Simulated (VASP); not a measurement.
Write the native input for VASP 6.6.1 that does the following.

```
Task                   : relaxation of shape and atoms at fixed volume
Functional             : PBE
Potentials or basis    : VASP PAW PBE potentials, release 64 (Si)
Cutoff                 : 600 eV
k mesh                 : 8 × 8 × 4
Occupations            : gaussian, width 0.02 eV
Spin                   : no spin polarisation
Dipole correction      : no
Further INCAR settings : ALGO = Normal; EDIFF = 1e-07; IBRION = 2; EDIFFG = -0.01; NSW = 50; ISIF = 4
```

The structure of Si lies in POSCAR:

```
Si
1.0
    3.2636544823     -1.9720376590      1.0065096369
    3.2636544823      1.9720376590      1.0065096369
    0.2769235480      0.0000000000      6.8250202809
Si
4
Direct
    0.0625006497      0.5625006498      0.8124996195
    0.4374993502      0.9374993502      0.6875003805
    0.9374993502      0.4374993502      0.1875003805
    0.5625006497      0.0625006497      0.3124996195
```

One way to write it, as run:

INCAR

```
ALGO = Normal
EDIFF = 1E-7
EDIFFG = -0.01
ENCUT = 600
GGA = PE
IBRION = 2
ISIF = 4
ISMEAR = 0
LASPH = True
LCHARG = False
LREAL = False
LWAVE = False
NELM = 80
NSW = 50
PREC = Accurate
SIGMA = 0.02
```

KPOINTS

```
k-points
0
Gamma
  8 8 4
```

Potentials or basis: VASP PAW PBE potentials, release 64 (Si).

Launch:

```sh
$ cat potpaw_PBE.64/Si/POTCAR > POTCAR
$ mpirun -np 1 vasp_std > vasp.out
```

Results of the run:

```yaml
Pressure_after_relaxing: -4.6 GPa
Band_gap_on_the_k_mesh: 0.74 eV
```

It took 2.3 min on 1 thread of Intel Xeon 8259CL, with other jobs on the host, peak memory 0.26 GiB.
